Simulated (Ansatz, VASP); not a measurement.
**Two plane-wave programs on C**

Contents of POSCAR:

```
C
1.0
    0.0000000000      1.8369020000      1.8101510000
    1.8369020000      0.0000000000      1.8101510000
    1.8369020000      1.8369020000      0.0000000000
C
2
Direct
    0.5000000000      0.5000000000      0.5000000000
    0.7500000000      0.7500000000      0.7500000000
```

The input INCAR.step1:

```
SYSTEM = C
PREC     = Accurate       ! precision mode
ENCUT    = 520            ! plane-wave cutoff, eV
ISMEAR   = 0              ! smearing method
SIGMA    = 0.05           ! smearing width, eV
LREAL    = .False.        ! projectors in reciprocal space
LASPH    = .True.         ! aspherical terms in the spheres
NELM     = 60             ! most SCF steps
NBANDS   = 11             ! bands
GGA      = PE             ! functional
ALGO     = Normal         ! electronic algorithm
EDIFF    = 1E-4           ! SCF threshold, eV
LWAVE    = .True.         ! write WAVECAR
LCHARG   = .False.        ! write CHGCAR
```

Contents of INCAR.step2:

```
SYSTEM = C
PREC     = Accurate       ! precision mode
ENCUT    = 520            ! plane-wave cutoff, eV
EDIFF    = 1E-7           ! SCF threshold, eV
ISMEAR   = 0              ! smearing method
SIGMA    = 0.05           ! smearing width, eV
LREAL    = .False.        ! projectors in reciprocal space
LASPH    = .True.         ! aspherical terms in the spheres
NELM     = 60             ! most SCF steps
ALGO     = Normal         ! electronic algorithm
ISIF     = 2              ! what is computed and relaxed
LWAVE    = .False.        ! write WAVECAR
LCHARG   = .False.        ! write CHGCAR
METAGGA  = R2SCAN         ! meta-GGA
LMIXTAU  = .True.       
NBANDS   = 11             ! bands
ISTART   = 1
```

KPOINTS

```
Automatic mesh
0
Gamma
  12 12 12
  0 0 0
```

Input for Ansatz:

```yaml
crystal:
  lattice:
    - [0.0, 1.836902, 1.810151]
    - [1.836902, 0.0, 1.810151]
    - [1.836902, 1.836902, 0.0]
  atoms:
    - { symbol: C, position: [0.5, 0.5, 0.5] }
    - { symbol: C, position: [0.75, 0.75, 0.75] }
basis:
  ecutwfc: 500
kpoints:
  mp_grid: { grid: [12, 12, 12] }
hamiltonian:
  xc: r2scan
scf:
  occupations: { method: gaussian, width: 0.05 }
output:
  forces: true
  stress: true
  eigenvalues: true
```

Change from the starting cell: strain +0.030 along x and y, +0.015 along z, atoms carried along.

Alike in both runs: task single point; functional r2SCAN; k mesh 12 × 12 × 12; occupations gaussian, width 0.05 eV; no spin polarisation.

|  | VASP | Ansatz |
| --- | --- | --- |
| version | VASP 6.6.1 | Ansatz 0.2.0 |
| potentials or method | VASP PAW PBE potentials, release 64 (C), cutoff 520 eV | scalar-relativistic, plane waves, PAW |
| valence electrons in the cell | 8 | 8 |

|  | VASP | Ansatz | Ansatz less VASP |
| --- | --- | --- | --- |
| gap on the k mesh at the Fermi level (eV) | 3.80 | 3.83 | +0.026 |
| least direct gap on the mesh (eV) | 5.36 | 5.40 | +0.038 |
| pressure (GPa) | -30.1 | -30.9 | -0.83 |
| traceless stress, the component that is largest in VASP (GPa) | 8.71 | 8.72 | +0.013 |

VASP's potentials were made for PBE, not for r2SCAN. Both programs put the cell under strong tension, so it lies far from rest at this level.

Noted on VASP's run: the cell as given lies far from equilibrium.
